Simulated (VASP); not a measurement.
# TiB (Fm-3m) in VASP: a series of runs

Runs on TiB. Level: PBEsol. Tasks: single point, relaxation of cell and atoms.

Program: VASP 6.6.1. These are calculated values, not measurements. Logs are shortened: lines on timing, memory, paths and dates and some standing lists are left out, and cuts for length are marked.

### Step 1. The cell of the first run

It takes space group Fm-3m (No. 225, cubic). The conventional cell has a = 4.489 Å, b = 4.489 Å, c = 4.489 Å, α = 90.00°, β = 90.00°, γ = 90.00°. Within 3.0 Å of Ti (site symmetry m-3m) lie 6 B at 2.24 Å. B (site symmetry m-3m) has 6 Ti at 2.24 Å within 3.0 Å.

### Step 2. Single point, PBEsol

File INCAR:

```
PREC = Accurate
ENCUT = 520
EDIFF = 1E-6
ISMEAR = 0
SIGMA = 0.1
LREAL = F
LASPH = T
NELM = 80
ALGO = Normal
ISIF = 2
LWAVE = F
LCHARG = F
GGA = PS
NBANDS = 14
```

File KPOINTS:

```
Automatic mesh
0
Gamma
  16 16 16
```

File POSCAR:

```
TiB
1.0
    0.0000000000      2.2446512122      2.2446512122
    2.2446512122      0.0000000000      2.2446512122
    2.2446512122      2.2446512122      0.0000000000
Ti B
1 1
Direct
    0.0000000000      0.0000000000      0.0000000000
    0.5000000000      0.5000000000      0.5000000000
```

Potentials or basis: VASP PAW PBE potentials, release 64 (Ti_sv, B).

On the command line:

```
> cat potpaw_PBE.64/Ti_sv/POTCAR potpaw_PBE.64/B/POTCAR > POTCAR
> mpirun -np 1 vasp_std > vasp.out
```

OUTCAR:

```text
PREC = Accurate
   ENCUT = 520
   EDIFF = 1E-6
   ISMEAR = 0
   LREAL = F
   LASPH = T
   NELM = 80
   ISIF = 2
   GGA = PS

 ion  position               nearest neighbor table
   1  0.000  0.000  0.000-   2 2.24   2 2.24   2 2.24   2 2.24   2 2.24   2 2.24
   2  0.500  0.500  0.500-   1 2.24   1 2.24   1 2.24   1 2.24   1 2.24   1 2.24

  LATTYP: Found a face centered cubic cell.
 ALAT       =     4.4893024244

  Lattice vectors:

 A1 = (   0.0000000000,   2.2446512122,   2.2446512122)
 A2 = (   2.2446512122,   0.0000000000,   2.2446512122)
 A3 = (   2.2446512122,   2.2446512122,   0.0000000000)

Analysis of symmetry for initial positions (statically):
=====================================================================
 Subroutine PRICEL returns:
 Original cell was already a primitive cell.

 Routine SETGRP: Setting up the symmetry group for a
 face centered cubic supercell.

 Subroutine GETGRP returns: Found 48 space group operations
 (whereof 48 operations were pure point group operations)
 out of a pool of 48 trial point group operations.

The static configuration has the point symmetry O_h .

Analysis of symmetry for dynamics (positions and initial velocities):
=====================================================================
 Subroutine PRICEL returns:
 Original cell was already a primitive cell.

 Routine SETGRP: Setting up the symmetry group for a
 face centered cubic supercell.

 Subroutine GETGRP returns: Found 48 space group operations
 (whereof 48 operations were pure point group operations)
 out of a pool of 48 trial point group operations.

The dynamic configuration has the point symmetry O_h .

 Subroutine INISYM returns: Found 48 space group operations
 (whereof 48 operations are pure point group operations),
 and found     1 'primitive' translations

----------------------------------------------------------------------------------------

                                     Primitive cell

  volume of cell :      22.6192

  direct lattice vectors                    reciprocal lattice vectors
     0.000000000  2.244651212  2.244651212    -0.222751756  0.222751756  0.222751756
     2.244651212  0.000000000  2.244651212     0.222751756 -0.222751756  0.222751756
     2.244651212  2.244651212  0.000000000     0.222751756  0.222751756 -0.222751756

  length of vectors
     3.174416187  3.174416187  3.174416187     0.385817360  0.385817360  0.385817360

  position of ions in fractional coordinates (direct lattice)
     0.000000000  0.000000000  0.000000000
     0.500000000  0.500000000  0.500000000

  ion indices of the primitive-cell ions
   primitive index   ion index
                 1           1
                 2           2

----------------------------------------------------------------------------------------

 KPOINTS: Automatic mesh

Automatic generation of k-mesh.
 Grid dimensions read from file:
 generate k-points for:   16   16   16

 Generating k-lattice:

  Cartesian coordinates                     Fractional coordinates (reciprocal lattice)
    -0.013921985  0.013921985  0.013921985     0.062500000  0.000000000  0.000000000
     0.013921985 -0.013921985  0.013921985     0.000000000  0.062500000  0.000000000
     0.013921985  0.013921985 -0.013921985     0.000000000  0.000000000  0.062500000

  Length of vectors
     0.024113585  0.024113585  0.024113585

  Shift w.r.t. Gamma in fractional coordinates (k-lattice)
     0.000000000  0.000000000  0.000000000

 Subroutine IBZKPT returns following result:
 ===========================================

 Found    145 irreducible k-points:

 Following reciprocal coordinates:
            Coordinates               Weight
  0.000000  0.000000  0.000000      1.000000
  0.062500  0.000000  0.000000      8.000000
  0.125000  0.000000  0.000000      8.000000
  0.187500  0.000000  0.000000      8.000000
  0.250000  0.000000  0.000000      8.000000
  0.312500  0.000000  0.000000      8.000000
[... 16 lines left out ...]
 -0.125000  0.062500  0.000000     24.000000
 -0.062500  0.062500  0.000000     12.000000
 [... further k-points ...]
   k-points           NKPTS =    145   k-points in BZ     NKDIM =    145   number of bands    NBANDS=     14
   number of dos      NEDOS =    301   number of ions     NIONS =      2
   total plane-waves  NPLWV =  13824
   dimension x,y,z NGX =    24 NGY =   24 NGZ =   24
   dimension x,y,z NGXF=    48 NGYF=   48 NGZF=   48
   ions per type =               1   1
   NGX,Y,Z   is equivalent  to a cutoff of  12.57, 12.57, 12.57 a.u.
   NGXF,Y,Z  is equivalent  to a cutoff of  25.14, 25.14, 25.14 a.u.
 SYSTEM =  unknown system
   PREC   = accura    normal or accurate (medium, high low for compatibility)
   ISTART =      0    job   : 0-new  1-cont  2-samecut
   ICHARG =      2    charge: 1-file 2-atom 10-const
   ISPIN  =      1    spin polarized calculation?
   LNONCOLLINEAR =      F non collinear calculations
   LSORBIT =      F    spin-orbit coupling
   LASPH  =      T    aspherical Exc in radial PAW
   ENCUT  =  520.0 eV  38.22 Ry    6.18 a.u.   5.90  5.90  5.90*2*pi/ulx,y,z
   NELM   =     80;   NELMIN=  2; NELMDL= -5     # of ELM steps
   EDIFF  = 0.1E-05   stopping-criterion for ELM
   LREAL  =      F    real-space projection
[... 7 lines left out ...]
   TEBEG  =    0.0;   TEEND  =   0.0 temperature during run
   PSTRESS=    0.0 pullay stress
   NELECT =      15.0000    total number of electrons
   NUPDOWN=      -1.0000    fix difference up-down
   EMIN   =  10.00;   EMAX   =-10.00  energy-range for DOS
   EFERMI =   0.00;   METHOD = LEGACY
   ISMEAR =     0;   SIGMA  =   0.10  broadening in eV -4-tet -1-fermi 0-gaus
   EFERMI_NEDOS =   21; number of points for ismear=-14 and -15
   IALGO  =     38    algorithm
   IMIX   =      4    mixing-type and parameters
     AMIX     =   0.40;   BMIX     =  1.00
     AMIX_MAG =   1.60;   BMIX_MAG =  1.00
  volume/ion in A,a.u.               =      11.31        76.32
  Fermi-wavevector in a.u.,A,eV,Ry     =   1.427621  2.697813 27.730073  2.038103
  Thomas-Fermi vector in A             =   2.547771
   LORBIT       =      0    0 simple, 1 ext, 2 COOP (PROOUT), +10 PAW based schemes
   GGA     = PS    functional components
   LHFCALC =     F    Hartree Fock is set to
   AEXX    =    0.0000 exact exchange contribution
   IVDW    =     0    specifies the selected vdW correction
   LEPSILON=     F    determine dielectric tensor
   LRPA    =     F    only Hartree local field effects (RPA)
 non-spin polarized calculation
 Gauss-broadening in eV      SIGMA  =   0.10
  energy-cutoff  :      520.00
  volume of cell :       22.62
 maximum number of plane-waves:       620
   NGX = 11   NGY = 11   NGZ = 11

 number of electron      15.0000005 magnetization

 Free energy of the ion-electron system (eV)
  ---------------------------------------------------
  ext. energy  EPLUGINS =         0.00000000
  ---------------------------------------------------
  free energy    TOTEN  =       -16.06512410 eV

  energy without entropy =      -16.05999976  energy(sigma->0) =      -16.06256193

 E-fermi :   7.3437     XC(G=0): -12.1805

 val. band max:        7.3339952834   @ k =  -0.3750   0.3750   0.0625
 cond. band min:       7.3477566602   @ k =   0.2500   0.0625   0.0000
 fundamental gap:      0.0137613768
 Fermi energy:         7.3436757008

 k-point     1 :       0.0000    0.0000    0.0000
  band No.  band energies     occupation
      1     -48.1255      2.00000
      2     -24.3369      2.00000
      3     -24.3369      2.00000
      4     -24.3369      2.00000
      5      -1.6987      2.00000
      6       8.7861      0.00000
      7       8.7861      0.00000
      8       8.7862      0.00000
      9       9.7073      0.00000
     10       9.7073      0.00000
     11      11.9496      0.00000
     12      11.9496      0.00000
     13      11.9496      0.00000
     14      21.1419      0.00000

 k-point     2 :       0.0625    0.0000    0.0000
  band No.  band energies     occupation
      1     -48.1237      2.00000
      2     -24.3504      2.00000
      3     -24.3383      2.00000
      4     -24.3383      2.00000
      5      -1.6092      2.00000
      6       8.5978      0.00000
      7       8.7784      0.00000
      8       8.7784      0.00000
      9       9.4576      0.00000
     10       9.4576      0.00000
     11      11.9565      0.00000
     12      12.3308      0.00000
     13      12.3308      0.00000
     14      21.1622      0.00000

 k-point     3 :       0.1250    0.0000    0.0000
  band No.  band energies     occupation
      1     -48.1186      2.00000
      2     -24.3889      2.00000
      3     -24.3424      2.00000
      4     -24.3424      2.00000
      5      -1.3449      2.00000
      6       8.0865      0.00000
      7       8.4991      0.00000
      8       8.4991      0.00000
      9       9.2831      0.00000
     10       9.2831      0.00000
     11      11.9673      0.00000
     12      13.1445      0.00000
     13      13.1445      0.00000
     14      21.0889      0.00000

 k-point     4 :       0.1875    0.0000    0.0000
  band No.  band energies     occupation
      1     -48.1110      2.00000
      2     -24.4460      2.00000
      3     -24.3485      2.00000
      4     -24.3485      2.00000
      5      -0.9181      2.00000
      6       7.3620      0.79563
      7       7.9260      0.00000
      8       7.9260      0.00000
      9       9.4823      0.00000
     10       9.4823      0.00000
     11      11.9762      0.00000
     12      14.0805      0.00000
     13      14.0805      0.00000
     14      20.6132      0.00000

 k-point     5 :       0.2500    0.0000    0.0000
  band No.  band energies     occupation
      1     -48.1019      2.00000
      2     -24.5127      2.00000
      3     -24.3557      2.00000
      4     -24.3557      2.00000
      5      -0.3480      2.00000
      6       6.5205      2.00000
      7       7.3693      0.71706
      8       7.3693      0.71706
      9       9.8113      0.00000
     10       9.8113      0.00000
     11      11.9976      0.00000
[... 276 lines left out ...]
 k-point    22 :      -0.1875    0.0625    0.0000
  band No.  band energies     occupation
      1     -48.1068      2.00000
      2     -24.4700      2.00000
      3     -24.3647      2.00000
      4     -24.3463      2.00000
      5      -0.6717      2.00000
      6       7.0594      1.99994
      7       7.6024      0.00025
      8       7.6702      0.00000
      9       9.3809      0.00000
     10       9.8700      0.00000
     11      12.1372      0.00000
     12      13.8085      0.00000
     13      14.9669      0.00000
     14      20.4775      0.00000

 k-point    23 :      -0.1250    0.0625    0.0000
  band No.  band energies     occupation
      1     -48.1149      2.00000
      2     -24.4113      2.00000
      3     -24.3556      2.00000
      4     -24.3409      2.00000
      5      -1.1444      2.00000
      6       7.8375      0.00000
      7       8.1323      0.00000
      8       8.2017      0.00000
      9       9.0884      0.00000
     10       9.6458      0.00000
     11      12.1809      0.00000
     12      12.9646      0.00000
     13      14.0083      0.00000
     14      21.0492      0.00000

 k-point    24 :      -0.0625    0.0625    0.0000
  band No.  band energies     occupation
      1     -48.1208      2.00000
      2     -24.3691      2.00000
      3     -24.3464      2.00000
      4     -24.3381      2.00000
      5      -1.4618      2.00000
      6       8.3952      0.00000
      7       8.5177      0.00000
      8       8.8538      0.00000
      9       8.8888      0.00000
     10       9.5636      0.00000
     11      12.1895      0.00000
     12      12.3095      0.00000
     13      13.0796      0.00000
     14      21.1770      0.00000

 [... further k-points ...]

------------------------ aborting loop because EDIFF is reached ----------------------------------------

  FORCE on cell =-STRESS in cart. coord.  units (eV):
  Direction    XX          YY          ZZ          XY          YZ          ZX
  --------------------------------------------------------------------------------------
  -------------------------------------------------------------------------------------
  Total        0.0211875      0.0211875      0.0211875     -0.0000000      0.0000000     -0.0000000
  in kB        1.5007699      1.5007699      1.5007699     -0.0000000      0.0000000     -0.0000000
  external PRESSURE =       1.5007699 kB  Pullay stress =       0.0000000 kB

 VOLUME and BASIS-vectors are now :
 -----------------------------------------------------------------------------
  energy-cutoff  :      520.00
  volume of cell :       22.62
      direct lattice vectors                 reciprocal lattice vectors
     0.000000000  2.244651212  2.244651212    -0.222751756  0.222751756  0.222751756
     2.244651212  0.000000000  2.244651212     0.222751756 -0.222751756  0.222751756
     2.244651212  2.244651212  0.000000000     0.222751756  0.222751756 -0.222751756

 POSITION                                       TOTAL-FORCE (eV/Angst)
 -----------------------------------------------------------------------------------
      0.00000      0.00000      0.00000        -0.000000      0.000000      0.000000
      2.24465      2.24465      2.24465         0.000000     -0.000000     -0.000000
 -----------------------------------------------------------------------------------
    total drift:                                0.000000     -0.000000     -0.000000

  FREE ENERGIE OF THE ION-ELECTRON SYSTEM (eV)
  ---------------------------------------------------
  free  energy   TOTEN  =       -16.0651240988 eV

  energy  without entropy=      -16.0599997551  energy(sigma->0) =      -16.06256193
```

Wall time 46 s (1 thread of Intel Xeon 8259CL, shared host); peak memory 0.17 GiB.

What came out:

```yaml
Free_energy: -16.0651 eV
Pressure: 0.2 GPa
Band_gap_on_the_k_mesh: zero (an odd number of electrons rules out a gap without spin polarisation)
```

Caveat: the PAW data sets were made with another functional, which shifts forces and pressure a little.

### Step 3. Relaxation of cell and atoms, PBEsol

File INCAR:

```
  PREC = Accurate
  ENCUT = 600
  EDIFF = 1E-7
  ISMEAR = 0
  SIGMA = 0.1
  LREAL = False
  LASPH = True
  NELM = 100
  ALGO = Normal
  ISIF = 3
  LWAVE = False
  LCHARG = False
  GGA = PS
  IBRION = 2
  NSW = 80
  EDIFFG = -0.01
```

File KPOINTS:

```
regular mesh
0
Gamma
  16 16 16
```

File POSCAR:

```
TiB
1.0
    0.0000000000      2.2438725760      2.2438725760
    2.2438725760      0.0000000000      2.2438725760
    2.2438725760      2.2438725760      0.0000000000
Ti B
1 1
Direct
    0.0000000000      0.0000000000      0.0000000000
    0.5000000000      0.5000000000      0.5000000000
```

Potentials or basis: VASP PAW PBE potentials, release 64 (Ti_sv, B).

On the command line:

```
> cat potpaw_PBE.64/Ti_sv/POTCAR potpaw_PBE.64/B/POTCAR > POTCAR
> mpirun -np 1 vasp_std > vasp.out
```

OUTCAR:

```text
PREC = Accurate
   ENCUT = 600
   EDIFF = 1E-7
   ISMEAR = 0
   LREAL = False
   LASPH = True
   NELM = 100
   ISIF = 3
   GGA = PS
   IBRION = 2
   NSW = 80
   EDIFFG = -0.01

 ion  position               nearest neighbor table
   1  0.000  0.000  0.000-   2 2.24   2 2.24   2 2.24   2 2.24   2 2.24   2 2.24
   2  0.500  0.500  0.500-   1 2.24   1 2.24   1 2.24   1 2.24   1 2.24   1 2.24

  LATTYP: Found a face centered cubic cell.
 ALAT       =     4.4877451520

  Lattice vectors:

 A1 = (   0.0000000000,   2.2438725760,   2.2438725760)
 A2 = (   2.2438725760,   0.0000000000,   2.2438725760)
 A3 = (   2.2438725760,   2.2438725760,   0.0000000000)

Analysis of symmetry for initial positions (statically):
=====================================================================
 Subroutine PRICEL returns:
[... 266 lines left out ...]
      3     -24.3429      2.00000
      4     -24.3429      2.00000
      5      -1.7006      2.00000
      6       8.7815      0.00000
      7       8.7815      0.00000
      8       8.7815      0.00000
      9       9.7019      0.00000
     10       9.7019      0.00000
     11      11.9437      0.00000
[... 309 lines left out ...]
 k-point    24 :      -0.0625    0.0625    0.0000
  band No.  band energies     occupation
      1     -48.1261      2.00000
      2     -24.3751      2.00000
      3     -24.3524      2.00000
      4     -24.3441      2.00000
      5      -1.4638      2.00000
      6       8.3907      0.00000
      7       8.5131      0.00000
      8       8.8489      0.00000
      9       8.8840      0.00000
     10       9.5583      0.00000
     11      12.1835      0.00000

 [... further k-points ...]

------------------------ aborting loop because EDIFF is reached ----------------------------------------

  FORCE on cell =-STRESS in cart. coord.  units (eV):
  Direction    XX          YY          ZZ          XY          YZ          ZX
  --------------------------------------------------------------------------------------
  -------------------------------------------------------------------------------------
  Total        0.0004541      0.0004541      0.0004541      0.0000000      0.0000000      0.0000000
  in kB        0.0321503      0.0321503      0.0321503      0.0000000      0.0000000      0.0000000
  external PRESSURE =       0.0321503 kB  Pullay stress =       0.0000000 kB
[... 17 lines left out ...]
  FREE ENERGIE OF THE ION-ELECTRON SYSTEM (eV)
  ---------------------------------------------------
  free  energy   TOTEN  =       -16.0659766201 eV

  energy  without entropy=      -16.0608495895  energy(sigma->0) =      -16.06341310

 reached required accuracy - stopping structural energy minimisation
```

It took 3.2 min on 1 thread of Intel Xeon 8259CL, shared host; peak memory 0.21 GiB.

What came out:

```yaml
Free_energy: -16.0660 eV
Relaxed_volume: 11.31 Å³/atom
Relaxed_cell: a = 3.175 Å, b = 3.175 Å, c = 3.175 Å, α = 60.00°, β = 60.00°, γ = 60.00°
Space_group_after_relaxing_to_0.1_Å: Fm-3m (No. 225)
Energy_gained_by_relaxing: 0.0 meV/atom
Ionic_steps: 3
Pressure_after_relaxing: 0.0 GPa
Band_gap_on_the_k_mesh: zero (an odd number of electrons rules out a gap without spin polarisation)
```

Final structure:
```yaml
crystal:
  lattice:
    - [0.00000, 2.24497, 2.24497]
    - [2.24497, 0.00000, 2.24497]
    - [2.24497, 2.24497, 0.00000]
  atoms:
    - { symbol: Ti, position: [0.00000, 0.00000, 0.00000] }
    - { symbol: B, position: [0.50000, 0.50000, 0.50000] }
```

Levels at points of the mesh, in eV from the Fermi level:
```
           k point  band 4  band 5  band 6  band 7  band 8  band 9  band 10  band 11
(0.00, 0.00, 0.00)  -31.68   -9.04    1.44    1.44    1.44    2.36     2.36     4.60
(0.50, 0.00, 0.00)  -31.72   -4.67   -4.29   -1.05   -1.05    3.53     3.53     4.92
(0.50, 0.50, 0.00)  -31.81   -5.84   -1.91   -0.71    2.22    2.22     3.28     4.04
```

Caveat: the PAW data sets were made with another functional, which shifts forces and pressure a little.
